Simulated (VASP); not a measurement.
Here is a VASP 6.6.1 calculation.

The input INCAR:

```
PREC     = Accurate       # precision mode
ENCUT    = 520            # plane-wave cutoff, eV
EDIFF    = 1E-7           # SCF threshold, eV
ISMEAR   = 0              # smearing method
SIGMA    = 0.1            # smearing width, eV
LREAL    = F              # projectors in reciprocal space
LASPH    = T              # aspherical terms in the spheres
NELM     = 100            # most SCF steps
ALGO     = Normal         # electronic algorithm
ISIF     = 2              # what is computed and relaxed
LWAVE    = F              # write WAVECAR
LCHARG   = F              # write CHGCAR
GGA      = PE             # functional
NBANDS   = 23             # bands
```

Contents of KPOINTS:

```
regular mesh
0
Gamma
  4 4 4
```

File POSCAR:

```
ScAl4N
1.0
    4.1460105700      0.0000000000      0.0000000000
    0.0000000000      2.5976055600      4.4644289900
    0.0000000000     -2.5976055600      4.4644289900
Sc Al N
1 4 1
Direct
    0.0000000000      0.6665604700      0.6665604700
    0.0000000000      0.3335365100      0.3335365100
    0.5000000000      0.4998995100      0.4998995100
    0.5000000000      0.0005530000      0.4998610000
    0.5000000000      0.4998610000      0.0005530000
    0.0000000000      0.0002190000      0.0002190000
```

Potentials or basis: VASP PAW PBE potentials, release 64 (Sc_sv, Al, N).

The run is started by

```console
$ cat potpaw_PBE.64/Sc_sv/POTCAR potpaw_PBE.64/Al/POTCAR potpaw_PBE.64/N/POTCAR > POTCAR
$ mpirun -np 1 vasp_std > vasp.out
```

Problem. Predict the band gap on the k mesh.

Solution. Zero (band 14 reaches 6.53 eV, above the bottom of band 15 at 5.49 eV).

Problem. What does it give for the pressure?

Solution. 16.3 GPa.

Problem. Estimate the largest force.

Solution. 0.915 eV/Å.

Stress tensor (GPa, compression positive):
```
26.70  0.00  0.00
 0.00 10.89  0.00
 0.00  0.00 11.23
```

Caveat: the k points lie up to 0.38 Å⁻¹ apart.
